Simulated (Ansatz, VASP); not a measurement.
**One calculation of ZnO, two programs**

```xyz
4
Lattice="3.3525 0.0000 0.0000 -1.6762 2.9033 0.0000 0.0000 0.0000 7.2703" Properties=species:S:1:pos:R:3 pbc="T T T"
Zn    0.0000    0.0000    1.8176
Zn    0.0000    0.0000    5.4527
O     1.6762    0.9678    5.4527
O     0.0000    1.9355    1.8176
```

Alike in both runs: task single point; functional PBEsol; k mesh 9 × 9 × 4; occupations fermi-dirac, width 0.05 eV; no spin polarisation.

```csv
,VASP,Ansatz
version,VASP 6.6.1,Ansatz 0.2.0
potentials or method,"VASP PAW PBE potentials, release 64 (Zn, O)",Ansatz PAW
plane-wave cutoff (eV),520,420
valence electrons in the cell,36,36
```

VASP gave:

| Quantity | Value |
| --- | --- |
| gap on the k mesh at the Fermi level (eV) | 0.75 |
| least direct gap on the mesh (eV) | 0.75 |
| pressure (GPa) | -8.1 |
| traceless stress, the component that is largest in VASP (GPa) | 7.20 |

Estimate Ansatz's values.

gap on the k mesh at the Fermi level (eV): 0.75; least direct gap on the mesh (eV): 0.75; pressure (GPa): -8.6; traceless stress, the component that is largest in VASP (GPa): 7.83.

VASP's potentials were made for PBE, not for PBEsol. With one functional, cell and mesh, what is left measures potentials, basis and numerics.

Noted on Ansatz's run: odd divisions of the mesh miss points on the zone boundary, where band edges often lie, so the gap on the mesh can be too wide.
